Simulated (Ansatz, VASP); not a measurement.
## Two plane-wave programs on SnSe2

```
Sn Se
1.0
     3.81100    0.00000    0.00000
    -1.90550    3.30042    0.00000
     0.00000    0.00000    6.13600
Sn Se
1 2
Direct
  0.00000 0.00000 0.00000
  0.33333 0.66667 0.24900
  0.66667 0.33333 0.75100
```

Alike in both runs: task relaxation of cell and atoms; functional PBE; k mesh 6 × 6 × 4; no spin polarisation.

```csv
,VASP,Ansatz
version,VASP 6.6.1,Ansatz 0.2.0
potentials or method,"VASP PAW PBE potentials, release 64 (Sn_d, Se), cutoff 600 eV","plane waves, PAW"
occupations,"gaussian, width 0.01 eV",fixed
valence electrons in the cell,26,46
```

Ansatz gave:

| Quantity | Value |
| --- | --- |
| relaxed volume (Å³/atom) | 30.00 |
| relaxed cell length with the largest relative difference (Å) | 6.916 |

Q: Estimate VASP's values.

A: Relaxed volume (Å³/atom): 29.98; relaxed cell length with the largest relative difference (Å): 6.908.

VASP's potentials hold 26 valence electrons a cell and Ansatz's 46, so a difference there can come from the potentials and not from the codes.

Noted on VASP's run: the volume moved by over 15 % at a fixed basis, so the end points are rough.
